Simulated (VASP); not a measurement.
# LiCl (P3m1) in VASP: further runs

The runs below take LiCl through relaxation of cell and atoms, with PBEsol.

Everything below comes from runs of VASP 6.6.1. Logs are shortened: lines on timing, memory, paths and dates and some standing lists are left out, and cuts for length are marked.

### 1 The cell of the first run

The structure is trigonal, space group P3m1 (No. 156). The conventional cell has a = 3.881 Å, b = 3.881 Å, c = 15.446 Å, α = 90.00°, β = 90.00°, γ = 120.00°. Within 3.1 Å of Li (site symmetry 3m) lie 4 Cl at 2.32 to 2.37 Å. Li (site symmetry 3m) has 4 Cl at 2.32 to 2.37 Å within 3.1 Å. Within 3.1 Å of Li (site symmetry 3m) lie 4 Cl at 2.32 to 2.37 Å. Li (site symmetry 3m) has 4 Cl at 2.32 to 2.37 Å within 3.1 Å. Within 3.1 Å of Li (site symmetry 3m) lie 4 Cl at 2.32 to 2.37 Å. Within 3.1 Å of Cl (site symmetry 3m) lie 4 Li at 2.32 to 2.37 Å. Within 3.1 Å of Cl (site symmetry 3m) lie 4 Li at 2.32 to 2.37 Å. Within 3.1 Å of Cl (site symmetry 3m) lie 4 Li at 2.32 to 2.37 Å.

### 2 Relaxation of cell and atoms, PBEsol

INCAR

```
ALGO     = Normal         # electronic algorithm
EDIFF    = 1E-6           # SCF threshold, eV
EDIFFG   = -0.01          # ionic threshold
ENCUT    = 600            # plane-wave cutoff, eV
GGA      = PS             # functional
IBRION   = 2              # ionic algorithm
ISIF     = 3              # what is computed and relaxed
ISMEAR   = 0              # smearing method
LASPH    = T              # aspherical terms in the spheres
LCHARG   = F              # write CHGCAR
LREAL    = F              # projectors in reciprocal space
LWAVE    = F              # write WAVECAR
NELM     = 100            # most SCF steps
NSW      = 65             # ionic steps
PREC     = Accurate       # precision mode
SIGMA    = 0.02           # smearing width, eV
```

KPOINTS

```
k-points
0
Gamma
  9 9 2
```

POSCAR

```
LiCl
1.0
    3.8814384449      0.0000000000      0.0000000000
   -1.9407192225      3.3614242965      0.0000000000
    0.0000000000      0.0000000000     15.4460742648
Li Cl
5 5
Direct
    0.0000000000      0.0000000000      0.0000000000
    0.3333333333      0.6666666667      0.2000000000
    0.0000000000      0.0000000000      0.4000000000
    0.6666666667      0.3333333333      0.6000000000
    0.3333333333      0.6666666667      0.8000000000
    0.0000000000      0.0000000000      0.1500000000
    0.3333333333      0.6666666667      0.3500000000
    0.0000000000      0.0000000000      0.5500000000
    0.6666666667      0.3333333333      0.7500000000
    0.3333333333      0.6666666667      0.9500000000
```

Potentials or basis: VASP PAW PBE potentials, release 64 (Li_sv, Cl).

On the command line:

```bash
> cat potpaw_PBE.64/Li_sv/POTCAR potpaw_PBE.64/Cl/POTCAR > POTCAR
> mpirun -np 1 vasp_std > vasp.out
```

OUTCAR:

```text
EDIFF = 1E-6
   EDIFFG = -0.01
   ENCUT = 600
   GGA = PS
   IBRION = 2
   ISIF = 3
   ISMEAR = 0
   LASPH = T
   LREAL = F
   NELM = 100
   NSW = 65
   PREC = Accurate

 ion  position               nearest neighbor table
   1  0.000  0.000  0.000-   6 2.32  10 2.37  10 2.37  10 2.37
   2  0.333  0.667  0.200-   7 2.32   6 2.37   6 2.37   6 2.37
   3  0.000  0.000  0.400-   8 2.32   7 2.37   7 2.37   7 2.37
   4  0.667  0.333  0.600-   9 2.32   8 2.37   8 2.37   8 2.37
   5  0.333  0.667  0.800-  10 2.32   9 2.37   9 2.37   9 2.37
   6  0.000  0.000  0.150-   1 2.32   2 2.37   2 2.37   2 2.37
   7  0.333  0.667  0.350-   2 2.32   3 2.37   3 2.37   3 2.37
   8  0.000  0.000  0.550-   3 2.32   4 2.37   4 2.37   4 2.37
   9  0.667  0.333  0.750-   4 2.32   5 2.37   5 2.37   5 2.37
  10  0.333  0.667  0.950-   5 2.32   1 2.37   1 2.37   1 2.37

  LATTYP: Found a hexagonal cell.
 ALAT       =     3.8814384449
 C/A-ratio  =     3.9794716531

  Lattice vectors:

 A1 = (   3.8814384449,   0.0000000000,   0.0000000000)
 A2 = (  -1.9407192225,   3.3614242965,   0.0000000000)
 A3 = (   0.0000000000,   0.0000000000,  15.4460742648)

Analysis of symmetry for initial positions (statically):
=====================================================================
 Subroutine PRICEL returns:
 Original cell was already a primitive cell.

 Routine SETGRP: Setting up the symmetry group for a
 hexagonal supercell.

 Subroutine GETGRP returns: Found  6 space group operations
 (whereof  6 operations were pure point group operations)
 out of a pool of 24 trial point group operations.

The static configuration has the point symmetry C_3v.

Analysis of symmetry for dynamics (positions and initial velocities):
=====================================================================
 Subroutine PRICEL returns:
 Original cell was already a primitive cell.

 Routine SETGRP: Setting up the symmetry group for a
 hexagonal supercell.

 Subroutine GETGRP returns: Found  6 space group operations
 (whereof  6 operations were pure point group operations)
 out of a pool of 24 trial point group operations.

The dynamic configuration has the point symmetry C_3v.

 Subroutine INISYM returns: Found  6 space group operations
 (whereof  6 operations are pure point group operations),
 and found     1 'primitive' translations

----------------------------------------------------------------------------------------

                                     Primitive cell

  volume of cell :     201.5274

  direct lattice vectors                    reciprocal lattice vectors
     3.881438445  0.000000000  0.000000000     0.257636444  0.148746471  0.000000000
    -1.940719223  3.361424297  0.000000000     0.000000000  0.297492941  0.000000000
     0.000000000  0.000000000 15.446074265     0.000000000  0.000000000  0.064741369

  length of vectors
     3.881438445  3.881438445 15.446074265     0.297492941  0.297492941  0.064741369

  position of ions in fractional coordinates (direct lattice)
     0.000000000  0.000000000  0.000000000
     0.333333333  0.666666667  0.200000000
     0.000000000  0.000000000  0.400000000
     0.666666667  0.333333333  0.600000000
     0.333333333  0.666666667  0.800000000
     0.000000000  0.000000000  0.150000000
     0.333333333  0.666666667  0.350000000
     0.000000000  0.000000000  0.550000000
     0.666666667  0.333333333  0.750000000
     0.333333333  0.666666667  0.950000000

  ion indices of the primitive-cell ions
   primitive index   ion index
                 1           1
                 2           2
                 3           3
                 4           4
                 5           5
                 6           6
                 7           7
                 8           8
                 9           9
                10          10

----------------------------------------------------------------------------------------

 KPOINTS: k-points

Automatic generation of k-mesh.
 Grid dimensions read from file:
 generate k-points for:    9    9    2

 Generating k-lattice:

  Cartesian coordinates                     Fractional coordinates (reciprocal lattice)
     0.028626272  0.016527386  0.000000000     0.111111111  0.000000000  0.000000000
     0.000000000  0.033054771  0.000000000     0.000000000  0.111111111  0.000000000
     0.000000000  0.000000000  0.032370685     0.000000000  0.000000000  0.500000000

  Length of vectors
     0.033054771  0.033054771  0.032370685

  Shift w.r.t. Gamma in fractional coordinates (k-lattice)
     0.000000000  0.000000000  0.000000000

 Subroutine IBZKPT returns following result:
 ===========================================

 Found     24 irreducible k-points:

 Following reciprocal coordinates:
            Coordinates               Weight
  0.000000  0.000000  0.000000      1.000000
  0.111111 -0.000000  0.000000      6.000000
  0.222222 -0.000000  0.000000      6.000000
  0.333333 -0.000000  0.000000      6.000000
  0.444444 -0.000000  0.000000      6.000000
  0.111111  0.111111  0.000000      6.000000
[... 16 lines left out ...]
  0.333333  0.222222  0.500000     12.000000
  0.333333  0.333333  0.500000      2.000000
   k-points           NKPTS =     24   k-points in BZ     NKDIM =     24   number of bands    NBANDS=     31
   number of dos      NEDOS =    301   number of ions     NIONS =     10
   total plane-waves  NPLWV = 129024
   dimension x,y,z NGX =    32 NGY =   32 NGZ =  126
   dimension x,y,z NGXF=    64 NGYF=   64 NGZF=  252
   ions per type =               5   5
   NGX,Y,Z   is equivalent  to a cutoff of  13.71, 13.71, 13.56 a.u.
   NGXF,Y,Z  is equivalent  to a cutoff of  27.41, 27.41, 27.12 a.u.
 SYSTEM =  unknown system
   PREC   = accura    normal or accurate (medium, high low for compatibility)
   ISTART =      0    job   : 0-new  1-cont  2-samecut
   ICHARG =      2    charge: 1-file 2-atom 10-const
   ISPIN  =      1    spin polarized calculation?
   LNONCOLLINEAR =      F non collinear calculations
   LSORBIT =      F    spin-orbit coupling
   LASPH  =      T    aspherical Exc in radial PAW
   ENCUT  =  600.0 eV  44.10 Ry    6.64 a.u.   7.75  7.75 30.85*2*pi/ulx,y,z
   NELM   =    100;   NELMIN=  2; NELMDL= -5     # of ELM steps
   EDIFF  = 0.1E-05   stopping-criterion for ELM
   LREAL  =      F    real-space projection
   EDIFFG = -.1E-01   stopping-criterion for IOM
   NSW    =     65    number of steps for IOM
   IBRION =      2    ionic relax: 0-MD 1-quasi-New 2-CG
   NFREE  =      1    steps in history (QN), initial steepest desc. (CG)
   ISIF   =      3    stress and relaxation
   ISYM   =      2    0-nonsym 1-usesym 2-fastsym
   POTIM  = 0.5000    time-step for ionic-motion
   TEBEG  =    0.0;   TEEND  =   0.0 temperature during run
   PSTRESS=    0.0 pullay stress
   NELECT =      50.0000    total number of electrons
   NUPDOWN=      -1.0000    fix difference up-down
   EMIN   =  10.00;   EMAX   =-10.00  energy-range for DOS
   EFERMI =   0.00;   METHOD = LEGACY
   ISMEAR =     0;   SIGMA  =   0.02  broadening in eV -4-tet -1-fermi 0-gaus
   EFERMI_NEDOS =   21; number of points for ismear=-14 and -15
   IALGO  =     38    algorithm
   IMIX   =      4    mixing-type and parameters
     AMIX     =   0.40;   BMIX     =  1.00
     AMIX_MAG =   1.60;   BMIX_MAG =  1.00
  volume/ion in A,a.u.               =      20.15       136.00
  Fermi-wavevector in a.u.,A,eV,Ry     =   1.028695  1.943952 14.397877  1.058214
  Thomas-Fermi vector in A             =   2.162705
   LORBIT       =      0    0 simple, 1 ext, 2 COOP (PROOUT), +10 PAW based schemes
   GGA     = PS    functional components
   LHFCALC =     F    Hartree Fock is set to
   AEXX    =    0.0000 exact exchange contribution
   IVDW    =     0    specifies the selected vdW correction
   LEPSILON=     F    determine dielectric tensor
   LRPA    =     F    only Hartree local field effects (RPA)
 conjugate gradient relaxation of ions
 non-spin polarized calculation
 Gauss-broadening in eV      SIGMA  =   0.02
  energy-cutoff  :      600.00
  volume of cell :      201.53
 maximum number of plane-waves:      6763
 NGX is ok and might be reduce to    32
   NGX = 15   NGY = 15   NGZ = 61

--------------------------------------- Ionic step        1  -------------------------------------------

 number of electron      49.9999997 magnetization

 Free energy of the ion-electron system (eV)
  ---------------------------------------------------
  ext. energy  EPLUGINS =         0.00000000
  ---------------------------------------------------
  free energy    TOTEN  =       -37.99834186 eV

  energy without entropy =      -37.99834186  energy(sigma->0) =      -37.99834186

------------------------ aborting loop because EDIFF is reached ----------------------------------------

  FORCE on cell =-STRESS in cart. coord.  units (eV):
  Direction    XX          YY          ZZ          XY          YZ          ZX
  --------------------------------------------------------------------------------------
  -------------------------------------------------------------------------------------
  Total       -0.4615991     -0.4615991      0.9037830      0.0000000      0.0000000      0.0000000
  in kB       -3.6697914     -3.6697914      7.1852286      0.0000000      0.0000000      0.0000000
  external PRESSURE =      -0.0514514 kB  Pullay stress =       0.0000000 kB
[... 249 lines left out ...]
  energy  without entropy=      -38.0093474265  energy(sigma->0) =      -38.00934743

--------------------------------------- Ionic step        7  -------------------------------------------

 number of electron      49.9999998 magnetization

 Free energy of the ion-electron system (eV)
  ---------------------------------------------------
  ext. energy  EPLUGINS =         0.00000000
  ---------------------------------------------------
  free energy    TOTEN  =       -38.00938902 eV

  energy without entropy =      -38.00938902  energy(sigma->0) =      -38.00938902

 E-fermi :  -0.8638     XC(G=0):  -7.9736

 val. band max:       -1.0605368361   @ k =   0.0000   0.0000   0.0000
 cond. band min:       4.8137178360   @ k =   0.0000   0.0000   0.0000
 fundamental gap:      5.8742546721
 Fermi energy:        -0.8637677611

 k-point     1 :       0.0000    0.0000    0.0000
  band No.  band energies     occupation
      1     -43.2505      2.00000
      2     -43.2435      2.00000
      3     -43.2190      2.00000
      4     -43.2141      2.00000
      5     -43.1976      2.00000
      6     -13.8519      2.00000
[... 842 lines left out ...]
  FREE ENERGIE OF THE ION-ELECTRON SYSTEM (eV)
  ---------------------------------------------------
  free  energy   TOTEN  =       -38.0093890179 eV

  energy  without entropy=      -38.0093890179  energy(sigma->0) =      -38.00938902

 reached required accuracy - stopping structural energy minimisation
```

Run time: 6.3 min. Hardware: 1 thread of Intel Xeon 6975P-C (Granite Rapids), shared host; peak memory 0.43 GiB.

Results:

```yaml
Free_energy: -38.0094 eV
Relaxed_volume: 20.10 Å³/atom
Relaxed_cell: a = 3.858 Å, b = 3.858 Å, c = 15.588 Å, α = 90.00°, β = 90.00°, γ = 120.00°
Space_group_after_relaxing_to_0.1_Å: P3m1 (No. 156)
Energy_gained_by_relaxing: 1.1 meV/atom
Ionic_steps: 7
Pressure_after_relaxing: 0.0 GPa
Largest_force_after_relaxing: 0.007 eV/Å
Band_gap_on_the_k_mesh: 5.87 eV
```

Forces on the atoms (eV/Å):
```
Li   0.000  0.000  0.007
Li   0.000  0.000  0.001
Li   0.000  0.000 -0.005
Li   0.000  0.000 -0.002
Li   0.000  0.000  0.003
Cl   0.000  0.000  0.005
Cl   0.000  0.000 -0.006
Cl   0.000  0.000 -0.007
Cl   0.000  0.000 -0.001
Cl   0.000  0.000  0.004
```

The path:
```
step  energy change (eV)  largest force (eV/Å)  pressure (GPa)  volume (Å³)
   1              0.0000                0.1132           -0.01       201.53
   2             -0.0077                0.0639           -0.02       201.51
   3             -0.0110                0.0163           -0.03       201.47
   4             -0.0110                0.0150           -0.03       201.47
   5             -0.0110                0.0135           -0.03       201.47
   6             -0.0110                0.0119           -0.02       201.35
   7             -0.0110                0.0070            0.03       200.96
```

Final structure:
```
Li Cl
1.0
     3.85831    0.00000    0.00000
    -1.92915    3.34139    0.00000
     0.00000    0.00000   15.58808
Li Cl
5 5
Direct
  0.00000 0.00000 0.99973
  0.33333 0.66667 0.19937
  0.00000 0.00000 0.39910
  0.66667 0.33333 0.59945
  0.33333 0.66667 0.79945
  0.00000 0.00000 0.15071
  0.33333 0.66667 0.35053
  0.00000 0.00000 0.55046
  0.66667 0.33333 0.75055
  0.33333 0.66667 0.95064
```

Levels at points of the mesh, in eV from the valence-band top:
```tsv
k point	band 23	band 24	band 25	band 26	band 27	band 28
(0.00, 0.00, 0.00)	-0.04	-0.04	0.00	5.87	6.81	6.83
(0.00, 0.00, 0.50)	-0.09	-0.06	-0.06	6.14	6.17	7.53
```

Caveat: the cutoff is under 1.25 times the usual one of these potentials, so pressure, stress and relaxed cells hold a basis-set (Pulay) error; the PAW data sets were made with another functional, which shifts forces and pressure a little.

[end of part 1 of 2]
